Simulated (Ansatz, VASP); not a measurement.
**Two plane-wave programs on AlN**

File INCAR:

```
SYSTEM = AlN
PREC = Accurate
ENCUT = 520
EDIFF = 1E-7
ISMEAR = 0
SIGMA = 0.05
LREAL = .FALSE.
LASPH = .TRUE.
NELM = 60
ALGO = Normal
ISIF = 2
LWAVE = .FALSE.
LCHARG = .TRUE.
GGA = PE
LELF = .TRUE.
LVHAR = .TRUE.
NBANDS = 16
```

The input KPOINTS:

```
regular mesh
0
G
  9 9 6
  0 0 0
```

POSCAR

```
AlN
1.0
    3.0332270978      0.0000000000      0.0000000000
   -1.5166135489      2.6268517221      0.0000000000
    0.0000000000      0.0000000000      4.7291000000
Al N
2 2
Direct
    0.3333333333      0.6666666667      0.0000000000
    0.6666666667      0.3333333333      0.5000000000
    0.3333333333      0.6666666667      0.3850000000
    0.6666666667      0.3333333333      0.8850000000
```

Input for Ansatz:

```yaml
crystal:
  lattice:
    - [3.0332270978, 0.0, 0.0]
    - [-1.5166135489, 2.6268517221, 0.0]
    - [0.0, 0.0, 4.7291]
  atoms:
    - { symbol: Al, position: [0.3333333333, 0.6666666667, 0.0] }
    - { symbol: Al, position: [0.6666666667, 0.3333333333, 0.5] }
    - { symbol: "N", position: [0.3333333333, 0.6666666667, 0.385] }
    - { symbol: "N", position: [0.6666666667, 0.3333333333, 0.885] }
basis:
  ecutwfc: 420
kpoints:
  mp_grid: { grid: [9, 9, 6] }
hamiltonian:
  xc: pbe
scf:
  occupations: { method: gaussian, width: 0.05 }
output:
  forces: true
  stress: true
  eigenvalues: true
```

Change from the starting cell: strain -0.025 along x and y, -0.050 along z, atoms carried along.

Alike in both runs: task single point; functional PBE; k mesh 9 × 9 × 6; occupations gaussian, width 0.05 eV; no spin polarisation.

|  | VASP | Ansatz |
| --- | --- | --- |
| version | VASP 6.6.1 | Ansatz 0.2.0 |
| potentials or method | VASP PAW PBE potentials, release 64 (Al, N), cutoff 520 eV | scalar-relativistic, plane waves, PAW |
| valence electrons in the cell | 16 | 16 |

VASP gave:

| Item | Value |
| --- | --- |
| gap on the k mesh at the Fermi level (eV) | 5.01 |
| least direct gap on the mesh (eV) | 5.01 |
| pressure (GPa) | 29.4 |
| traceless stress, the component that is largest in VASP (GPa) | 5.90 |
| rms of the force components (eV/Å) | 0.189 |

Question: Estimate Ansatz's values.

Answer: gap on the k mesh at the Fermi level (eV): 4.99; least direct gap on the mesh (eV): 4.99; pressure (GPa): 29.6; traceless stress, the component that is largest in VASP (GPa): 5.79; rms of the force components (eV/Å): 0.188.

Atom by atom the forces differ by 0.001 eV/Å (rms over components). Both programs put the cell under a high pressure, so it lies far from rest at this level. The functional is the same, so the differences come from potentials, cutoffs and numerics.
